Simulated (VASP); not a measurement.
Wanted: the native input for a VASP 6.6.1 run.

| Item | Value |
| --- | --- |
| Task | single point |
| Functional | r2SCAN |
| Potentials or basis | VASP PAW PBE potentials, release 64 (Cd) |
| Cutoff | 520 eV |
| k mesh | 6 × 6 × 4 |
| Occupations | gaussian, width 0.1 eV |
| Spin | no spin polarisation |
| Dipole correction | no |
| Further INCAR settings | ALGO = Normal; EDIFF = 1e-06; NBANDS = 32 |

Cd:

```
Cd
1.0
     1.70500   -5.85145    0.00000
     1.70500    5.85145    0.00000
     0.00000    0.00000    4.69277
Cd
4
Direct
  0.13071 0.86929 0.00010
  0.63071 0.36929 0.49990
  0.86929 0.13071 0.99990
  0.36929 0.63071 0.50010
```

One way to write it, as run:

POSCAR

```
Cd
1.0
    1.7049966767     -5.8514510098      0.0000000000
    1.7049966767      5.8514510098      0.0000000000
    0.0000000000      0.0000000000      4.6927680667
Cd
4
Direct
    0.1307064006      0.8692935994      1.0001009161
    0.6307064006      0.3692935994      0.4998990839
    0.8692935994      0.1307064006     -0.0001009161
    0.3692935994      0.6307064006      0.5001009161
```

INCAR.step1

```
SYSTEM = Cd
ALGO = Normal
EDIFF = 1E-4
ENCUT = 520
GGA = PE
ISMEAR = 0
LASPH = .True.
LCHARG = .False.
LREAL = .False.
LWAVE = .True.
NBANDS = 32
NELM = 60
PREC = Accurate
SIGMA = 0.1
```

INCAR.step2

```
SYSTEM = Cd
ALGO = Normal
EDIFF = 1E-6
ENCUT = 520
ISIF = 2
ISMEAR = 0
ISTART = 1
LASPH = .True.
LCHARG = .False.
LMIXTAU = .True.
LREAL = .False.
LWAVE = .False.
METAGGA = R2SCAN
NBANDS = 32
NELM = 60
PREC = Accurate
SIGMA = 0.1
```

KPOINTS

```
k-points
0
Gamma
  6 6 4
  0 0 0
```

Potentials or basis: VASP PAW PBE potentials, release 64 (Cd).

Launch:

```bash
$ cat potpaw_PBE.64/Cd/POTCAR > POTCAR
$ cp INCAR.step1 INCAR
$ mpirun -np 1 vasp_std > vasp.out
$ cp INCAR.step2 INCAR
$ mpirun -np 1 vasp_std > vasp.out
```

Results of the run:

* Pressure: 0.3 GPa
* Largest force: 0.008 eV/Å
* Band gap on the k mesh: zero (bands 24 and 25 overlap by 3.18 eV)

Caveat: the PAW data sets were made with another functional, which shifts forces and pressure a little.

Run time: 12 min on 1 thread of Intel(R) Xeon(R) Platinum 8259CL CPU @ 2.50GHz (Skylake/Cascade Lake) (shared host), peak memory 0.34 GiB.
